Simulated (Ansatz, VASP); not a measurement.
# Two plane-wave programs on FeO

```
Fe O
1.0
    -1.58045    1.58045    2.05523
     1.58045   -1.58045    2.05523
     1.58045    1.58045   -2.05523
Fe O
1 1
Direct
  0.00000 0.00000 0.00000
  0.50000 0.50000 0.00000
```

Alike in both runs: task single point; functional LDA; k mesh 12 × 12 × 12; occupations fermi-dirac, width 0.05 eV; collinear spin.

|  | VASP | Ansatz |
| --- | --- | --- |
| version | VASP 6.6.1 | Ansatz 0.2.0 |
| potentials or method | VASP PAW LDA potentials, release 64 (Fe, O) | Ansatz PAW |
| plane-wave cutoff (eV) | 520 | 420 |
| valence electrons in the cell | 14 | 22 |

VASP gave:

* gap on the k mesh at the Fermi level (eV): none
* pressure (GPa): -17.5
* traceless stress, the component that is largest in VASP (GPa): 2.71
* net moment per atom (μB): 1.97
* size of the moment on the site where the two differ most (μB): 3.53

Which values does Ansatz return?

gap on the k mesh at the Fermi level (eV): none; pressure (GPa): -17.3; traceless stress, the component that is largest in VASP (GPa): 2.75; net moment per atom (μB): 1.99; size of the moment on the site where the two differ most (μB): 3.34.

LDA's correlation is that of Perdew and Zunger in VASP and of Perdew and Wang (1992) in Ansatz. Site moments also hang on the region over which each program counts them. A gap of «none» marks a metal or a gap that the smearing closes. VASP's potentials hold 14 valence electrons a cell and Ansatz's 22, so a difference there can come from the potentials and not from the codes.
